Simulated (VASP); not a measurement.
# PtSe2 (P-3m1) in VASP: notebook

Runs on PtSe2. Level: PBE. Tasks: single point.

Everything below comes from runs of VASP 6.6.1. Logs are shortened: lines on timing, memory, paths and dates and some standing lists are left out, and cuts for length are marked.

**1. The cell of the first run**

The structure is trigonal, space group P-3m1 (No. 164). The conventional cell has a = 3.780 Å, b = 3.780 Å, c = 5.062 Å, α = 90.00°, β = 90.00°, γ = 120.00°. Within 3.3 Å of Pt (site symmetry -3m) lie 6 Se at 2.52 Å. Se (site symmetry 3m) has 3 Pt at 2.52 Å within 3.3 Å.

**2. Single point, PBE (strain +0.015 along x and y, +0.000 along z)**

File INCAR:

```
SYSTEM = PtSe2
  ALGO = Normal
  EDIFF = 1E-6
  ENCUT = 520
  GGA = PE
  ISIF = 2
  ISMEAR = 0
  LASPH = .TRUE.
  LCHARG = .FALSE.
  LREAL = .FALSE.
  LWAVE = .FALSE.
  NBANDS = 18
  NELM = 80
  PREC = Accurate
  SIGMA = 0.15
```

File KPOINTS:

```
k-points
0
G
  12 12 10
  0 0 0
```

File POSCAR:

```
PtSe2
1.0
    3.7798606137      0.0000000000      0.0000000000
   -1.8899303068      3.2734553142      0.0000000000
    0.0000000000      0.0000000000      5.0620000000
Pt Se
1 2
Direct
    0.0000000000      0.0000000000      0.0000000000
    0.3333333333      0.6666666667      0.2500000000
    0.6666666667      0.3333333333      0.7500000000
```

Potentials or basis: VASP PAW PBE potentials, release 64 (Pt, Se).

Run with:

```bash
$ cat potpaw_PBE.64/Pt/POTCAR potpaw_PBE.64/Se/POTCAR > POTCAR
$ mpirun -np 1 vasp_std > vasp.out
```

OUTCAR:

```text
SYSTEM = PtSe2
   EDIFF = 1E-6
   ENCUT = 520
   GGA = PE
   ISIF = 2
   ISMEAR = 0
   LASPH = .TRUE.
   LREAL = .FALSE.
   NELM = 80
   PREC = Accurate

 ion  position               nearest neighbor table
   1  0.000  0.000  0.000-   2 2.52   3 2.52   2 2.52   3 2.52   3 2.52   2 2.52
   2  0.333  0.667  0.250-   1 2.52   1 2.52   1 2.52
   3  0.667  0.333  0.750-   1 2.52   1 2.52   1 2.52

  LATTYP: Found a hexagonal cell.
 ALAT       =     3.7798606137
 C/A-ratio  =     1.3392028218

  Lattice vectors:

 A1 = (   3.7798606137,   0.0000000000,   0.0000000000)
 A2 = (  -1.8899303068,   3.2734553142,   0.0000000000)
 A3 = (   0.0000000000,   0.0000000000,   5.0620000000)

Analysis of symmetry for initial positions (statically):
=====================================================================
 Subroutine PRICEL returns:
 Original cell was already a primitive cell.

 Routine SETGRP: Setting up the symmetry group for a
 hexagonal supercell.

 Subroutine GETGRP returns: Found 12 space group operations
 (whereof 12 operations were pure point group operations)
 out of a pool of 24 trial point group operations.

The static configuration has the point symmetry D_3d.

Analysis of symmetry for dynamics (positions and initial velocities):
=====================================================================
 Subroutine PRICEL returns:
 Original cell was already a primitive cell.

 Routine SETGRP: Setting up the symmetry group for a
 hexagonal supercell.

 Subroutine GETGRP returns: Found 12 space group operations
 (whereof 12 operations were pure point group operations)
 out of a pool of 24 trial point group operations.

The dynamic configuration has the point symmetry D_3d.

 Subroutine INISYM returns: Found 12 space group operations
 (whereof 12 operations are pure point group operations),
 and found     1 'primitive' translations

----------------------------------------------------------------------------------------

                                     Primitive cell

  volume of cell :      62.6332

  direct lattice vectors                    reciprocal lattice vectors
     3.779860614  0.000000000  0.000000000     0.264560020  0.152743799  0.000000000
    -1.889930307  3.273455314  0.000000000     0.000000000  0.305487598  0.000000000
     0.000000000  0.000000000  5.062000000     0.000000000  0.000000000  0.197550375
[... 78 lines left out ...]
   ISTART =      0    job   : 0-new  1-cont  2-samecut
   ICHARG =      2    charge: 1-file 2-atom 10-const
   ISPIN  =      1    spin polarized calculation?
   LNONCOLLINEAR =      F non collinear calculations
   LSORBIT =      F    spin-orbit coupling
   LASPH  =      T    aspherical Exc in radial PAW
   ENCUT  =  520.0 eV  38.22 Ry    6.18 a.u.   7.03  7.03  9.41*2*pi/ulx,y,z
   NELM   =     80;   NELMIN=  2; NELMDL= -5     # of ELM steps
   EDIFF  = 0.1E-05   stopping-criterion for ELM
   LREAL  =      F    real-space projection
   EDIFFG = 0.1E-04   stopping-criterion for IOM
   NSW    =      0    number of steps for IOM
   IBRION =     -1    ionic relax: 0-MD 1-quasi-New 2-CG
   NFREE  =      0    steps in history (QN), initial steepest desc. (CG)
   ISIF   =      2    stress and relaxation
   ISYM   =      2    0-nonsym 1-usesym 2-fastsym
   POTIM  = 0.5000    time-step for ionic-motion
   TEBEG  =    0.0;   TEEND  =   0.0 temperature during run
   PSTRESS=    0.0 pullay stress
   NELECT =      22.0000    total number of electrons
   NUPDOWN=      -1.0000    fix difference up-down
   EMIN   =  10.00;   EMAX   =-10.00  energy-range for DOS
   EFERMI =   0.00;   METHOD = LEGACY
   ISMEAR =     0;   SIGMA  =   0.15  broadening in eV -4-tet -1-fermi 0-gaus
   EFERMI_NEDOS =   21; number of points for ismear=-14 and -15
   IALGO  =     38    algorithm
   IMIX   =      4    mixing-type and parameters
     AMIX     =   0.40;   BMIX     =  1.00
     AMIX_MAG =   1.60;   BMIX_MAG =  1.00
  volume/ion in A,a.u.               =      20.88       140.89
  Fermi-wavevector in a.u.,A,eV,Ry     =   1.155086  2.182796 18.153211  1.334223
  Thomas-Fermi vector in A             =   2.291717
   LORBIT       =      0    0 simple, 1 ext, 2 COOP (PROOUT), +10 PAW based schemes
   GGA     = PE    functional components
   LHFCALC =     F    Hartree Fock is set to
   AEXX    =    0.0000 exact exchange contribution
   IVDW    =     0    specifies the selected vdW correction
   LEPSILON=     F    determine dielectric tensor
   LRPA    =     F    only Hartree local field effects (RPA)
 non-spin polarized calculation
 Gauss-broadening in eV      SIGMA  =   0.15
  energy-cutoff  :      520.00
  volume of cell :       62.63
 maximum number of plane-waves:      1713
   NGX = 15   NGY = 15   NGZ = 19

 number of electron      21.9999999 magnetization

 Free energy of the ion-electron system (eV)
  ---------------------------------------------------
  ext. energy  EPLUGINS =         0.00000000
  ---------------------------------------------------
  free energy    TOTEN  =       -14.24989137 eV

  energy without entropy =      -14.24264519  energy(sigma->0) =      -14.24626828

 E-fermi :   6.1256     XC(G=0): -10.4926

 val. band max:        6.1198987084   @ k =   0.0000   0.3333   0.3000
 cond. band min:       6.1415858269   @ k =   0.3333   0.3333   0.0000
 fundamental gap:      0.0216871186
 Fermi energy:         6.1256221304

 k-point     1 :       0.0000    0.0000    0.0000
  band No.  band energies     occupation
      1      -9.3220      2.00000
      2      -6.6217      2.00000
      3      -0.7735      2.00000
      4      -0.1314      2.00000
      5      -0.1314      2.00000
      6       2.2861      2.00000
[... 481 lines left out ...]
      5       0.2483      2.00000
      6       1.7262      2.00000
[... 10 lines left out ...]
     17      14.5652      0.00000
     18      14.8348      0.00000

 [... further k-points ...]
[... 5 lines left out ...]
  --------------------------------------------------------------------------------------
  -------------------------------------------------------------------------------------
  Total        1.0572312      1.0572312      1.1645019      0.0000000      0.0000000     -0.0000000
  in kB       27.0443293     27.0443293     29.7883502      0.0000000      0.0000000     -0.0000000
  external PRESSURE =      27.9590029 kB  Pullay stress =       0.0000000 kB

 VOLUME and BASIS-vectors are now :
 -----------------------------------------------------------------------------
  energy-cutoff  :      520.00
  volume of cell :       62.63
      direct lattice vectors                 reciprocal lattice vectors
     3.779860614  0.000000000  0.000000000     0.264560020  0.152743799  0.000000000
    -1.889930307  3.273455314  0.000000000     0.000000000  0.305487598  0.000000000
     0.000000000  0.000000000  5.062000000     0.000000000  0.000000000  0.197550375

 POSITION                                       TOTAL-FORCE (eV/Angst)
 -----------------------------------------------------------------------------------
      0.00000      0.00000      0.00000        -0.000000      0.000000      0.000000
     -0.00000      2.18230      1.26550        -0.000000      0.000000      0.238164
      1.88993      1.09115      3.79650         0.000000      0.000000     -0.238164
 -----------------------------------------------------------------------------------
    total drift:                               -0.000000     -0.000000     -0.000000

  FREE ENERGIE OF THE ION-ELECTRON SYSTEM (eV)
  ---------------------------------------------------
  free  energy   TOTEN  =       -14.2498913651 eV

  energy  without entropy=      -14.2426451901  energy(sigma->0) =      -14.24626828
```

OSZICAR:

```text
N       E                     dE             d eps       ncg     rms          rms(c)
DAV:   1     0.110223887045E+03    0.11022E+03   -0.10047E+04  5856   0.107E+03
DAV:   2    -0.986886811356E+01   -0.12009E+03   -0.11608E+03  7212   0.211E+02
DAV:   3    -0.149922240537E+02   -0.51234E+01   -0.50758E+01  7016   0.432E+01
DAV:   4    -0.150331649430E+02   -0.40941E-01   -0.40922E-01  7328   0.422E+00
DAV:   5    -0.150335924004E+02   -0.42746E-03   -0.42745E-03  7068   0.419E-01    0.121E+01
DAV:   6    -0.144917153000E+02    0.54188E+00   -0.43507E+00  6056   0.188E+01    0.767E+00
DAV:   7    -0.142670187605E+02    0.22470E+00   -0.84630E-01  5996   0.894E+00    0.375E+00
DAV:   8    -0.142520771285E+02    0.14942E-01   -0.51590E-02  6394   0.154E+00    0.821E-01
DAV:   9    -0.142497048208E+02    0.23723E-02   -0.71715E-03  6624   0.814E-01    0.183E-01
DAV:  10    -0.142498868214E+02   -0.18200E-03   -0.11883E-03  6756   0.209E-01    0.408E-02
DAV:  11    -0.142498900385E+02   -0.32171E-05   -0.44978E-05  7478   0.590E-02    0.250E-02
DAV:  12    -0.142498909634E+02   -0.92485E-06   -0.10457E-05  6298   0.219E-02    0.240E-03
DAV:  13    -0.142498913651E+02   -0.40176E-06   -0.62844E-07  4966   0.500E-03
   1 F= -.14249891E+02 E0= -.14246268E+02  d E =-.724618E-02
```

stdout:

```text
POSCAR found type information on POSCAR PtSe
 POSCAR found :  2 types and       3 ions
 scaLAPACK will be used
 LDA part: xc-table for (Slater+PW92), standard interpolation
 POSCAR, INCAR and KPOINTS ok, starting setup
 FFT: planning ... GRIDC
 FFT: planning ... GRID_SOFT
 FFT: planning ... GRID
 WAVECAR not read
 entering main loop
```

Wall time 54 s (1 thread of Intel Xeon 6975P-C (Granite Rapids), shared host); peak memory 0.31 GiB.

Results:

- Free energy: -14.2499 eV
- Pressure: 2.8 GPa
- Largest force: 0.238 eV/Å
- Band gap on the k mesh: zero (band 11 reaches 6.55 eV, above the bottom of band 12 at 6.12 eV)

Forces on the atoms (eV/Å):
```
Pt   0.000  0.000  0.000
Se   0.000  0.000  0.238
Se   0.000  0.000 -0.238
```

Caveat: the cell differs from its parent crystal (strain +0.015 along x and y, +0.000 along z); spin-orbit coupling is left out, which moves the levels of the heavy elements.

**3. Single point, PBE (strain +0.030 along x and y, -0.015 along z)**

File INCAR:

```
ALGO = Normal
EDIFF = 1E-6
ENCUT = 520
GGA = PE
ISIF = 2
ISMEAR = 0
LASPH = T
LCHARG = F
LREAL = F
LWAVE = F
NBANDS = 18
NELM = 80
PREC = Accurate
SIGMA = 0.15
```

File KPOINTS:

```
k-points
0
Gamma
  12 12 10
```

File POSCAR:

```
PtSe2
1.0
    3.8357206227      0.0000000000      0.0000000000
   -1.9178603114      3.3218315011      0.0000000000
    0.0000000000      0.0000000000      4.9860700000
Pt Se
1 2
Direct
    0.0000000000      0.0000000000      0.0000000000
    0.3333333333      0.6666666667      0.2500000000
    0.6666666667      0.3333333333      0.7500000000
```

Potentials or basis: VASP PAW PBE potentials, release 64 (Pt, Se).

Run with:

```bash
$ cat potpaw_PBE.64/Pt/POTCAR potpaw_PBE.64/Se/POTCAR > POTCAR
$ mpirun -np 1 vasp_std > vasp.out
```

OUTCAR:

```text
EDIFF = 1E-6
   ENCUT = 520
   GGA = PE
   ISIF = 2
   ISMEAR = 0
   LASPH = T
   LREAL = F
   NELM = 80
   PREC = Accurate

 ion  position               nearest neighbor table
   1  0.000  0.000  0.000-   2 2.54   3 2.54   3 2.54   2 2.54   3 2.54   2 2.54
   2  0.333  0.667  0.250-   1 2.54   1 2.54   1 2.54
   3  0.667  0.333  0.750-   1 2.54   1 2.54   1 2.54

  LATTYP: Found a hexagonal cell.
 ALAT       =     3.8357206227
 C/A-ratio  =     1.2999043701

  Lattice vectors:

 A1 = (   3.8357206227,   0.0000000000,   0.0000000000)
 A2 = (  -1.9178603114,   3.3218315011,   0.0000000000)
 A3 = (   0.0000000000,   0.0000000000,   4.9860700000)

Analysis of symmetry for initial positions (statically):
=====================================================================
 Subroutine PRICEL returns:
 Original cell was already a primitive cell.

 Routine SETGRP: Setting up the symmetry group for a
 hexagonal supercell.

 Subroutine GETGRP returns: Found 12 space group operations
[... 161 lines left out ...]
  ---------------------------------------------------
  ext. energy  EPLUGINS =         0.00000000
  ---------------------------------------------------
  free energy    TOTEN  =       -14.24718014 eV

  energy without entropy =      -14.23906473  energy(sigma->0) =      -14.24312244

 E-fermi :   5.9110     XC(G=0): -10.4348

 val. band max:        5.8718709180   @ k =   0.0833   0.0833   0.0000
 cond. band min:       5.9174169726   @ k =  -0.0833   0.3333   0.3000
 fundamental gap:      0.0455460546
 Fermi energy:         5.9110142264

 k-point     1 :       0.0000    0.0000    0.0000
  band No.  band energies     occupation
      1      -9.3967      2.00000
      2      -6.6801      2.00000
      3      -0.7660      2.00000
      4      -0.2336      2.00000
      5      -0.2336      2.00000
      6       2.2079      2.00000
[... 481 lines left out ...]
      5       0.1968      2.00000
      6       1.6475      2.00000
[... 10 lines left out ...]
     17      14.2466      0.00000
     18      14.6477      0.00000

 [... further k-points ...]
[... 5 lines left out ...]
  --------------------------------------------------------------------------------------
  -------------------------------------------------------------------------------------
  Total       -0.2478905     -0.2478905      0.7706907      0.0000000     -0.0000000      0.0000000
  in kB       -6.2515479     -6.2515479     19.4360395      0.0000000     -0.0000000      0.0000000
  external PRESSURE =       2.3109812 kB  Pullay stress =       0.0000000 kB

 VOLUME and BASIS-vectors are now :
 -----------------------------------------------------------------------------
  energy-cutoff  :      520.00
  volume of cell :       63.53
      direct lattice vectors                 reciprocal lattice vectors
     3.835720623  0.000000000  0.000000000     0.260707204  0.150519375  0.000000000
    -1.917860311  3.321831501  0.000000000     0.000000000  0.301038749  0.000000000
     0.000000000  0.000000000  4.986070000     0.000000000  0.000000000  0.200558757

 POSITION                                       TOTAL-FORCE (eV/Angst)
 -----------------------------------------------------------------------------------
      0.00000      0.00000      0.00000        -0.000000      0.000000     -0.000000
     -0.00000      2.21455      1.24652        -0.000000      0.000000      0.131108
      1.91786      1.10728      3.73955         0.000000     -0.000000     -0.131108
 -----------------------------------------------------------------------------------
    total drift:                                0.000000      0.000000     -0.000000

  FREE ENERGIE OF THE ION-ELECTRON SYSTEM (eV)
  ---------------------------------------------------
  free  energy   TOTEN  =       -14.2471801416 eV

  energy  without entropy=      -14.2390647312  energy(sigma->0) =      -14.24312244
```

OSZICAR:

```text
N       E                     dE             d eps       ncg     rms          rms(c)
DAV:   1     0.111374766351E+03    0.11137E+03   -0.10017E+04  5872   0.107E+03
DAV:   2    -0.970882476127E+01   -0.12108E+03   -0.11703E+03  7136   0.210E+02
DAV:   3    -0.149781943830E+02   -0.52694E+01   -0.52178E+01  7060   0.436E+01
DAV:   4    -0.150202841286E+02   -0.42090E-01   -0.42073E-01  7284   0.426E+00
DAV:   5    -0.150207290330E+02   -0.44490E-03   -0.44489E-03  7108   0.425E-01    0.115E+01
DAV:   6    -0.145136018487E+02    0.50713E+00   -0.46114E+00  6028   0.189E+01    0.757E+00
DAV:   7    -0.142627695050E+02    0.25083E+00   -0.89072E-01  5974   0.906E+00    0.361E+00
DAV:   8    -0.142497701820E+02    0.12999E-01   -0.57675E-02  6382   0.154E+00    0.828E-01
DAV:   9    -0.142470200683E+02    0.27501E-02   -0.79843E-03  6494   0.851E-01    0.195E-01
DAV:  10    -0.142471750315E+02   -0.15496E-03   -0.13148E-03  6752   0.211E-01    0.387E-02
DAV:  11    -0.142471792872E+02   -0.42557E-05   -0.45000E-05  7496   0.586E-02    0.244E-02
DAV:  12    -0.142471797564E+02   -0.46924E-06   -0.11005E-05  6336   0.223E-02    0.274E-03
DAV:  13    -0.142471801416E+02   -0.38520E-06   -0.53242E-07  5010   0.471E-03
   1 F= -.14247180E+02 E0= -.14243122E+02  d E =-.811541E-02
```

stdout:

```text
POSCAR found type information on POSCAR PtSe
 POSCAR found :  2 types and       3 ions
 scaLAPACK will be used
 LDA part: xc-table for (Slater+PW92), standard interpolation
 POSCAR, INCAR and KPOINTS ok, starting setup
 FFT: planning ... GRIDC
 FFT: planning ... GRID_SOFT
 FFT: planning ... GRID
 WAVECAR not read
 entering main loop
```

It took 65 s on 1 thread of Intel Xeon 6975P-C (Granite Rapids), shared host; peak memory 0.32 GiB.

What came out:

```yaml
Free_energy: -14.2472 eV
Pressure: 0.2 GPa
Largest_force: 0.131 eV/Å
Band_gap_on_the_k_mesh: zero (band 11 reaches 6.41 eV, above the bottom of band 12 at 5.87 eV)
```

Forces in eV/Å, atoms in the order of the input:
```
Pt   0.000  0.000  0.000
Se   0.000  0.000  0.131
Se   0.000  0.000 -0.131
```

Caveat: the cell differs from its parent crystal (strain +0.030 along x and y, -0.015 along z); spin-orbit coupling is left out, which moves the levels of the heavy elements.

(Part 1 of 2 ends here.)
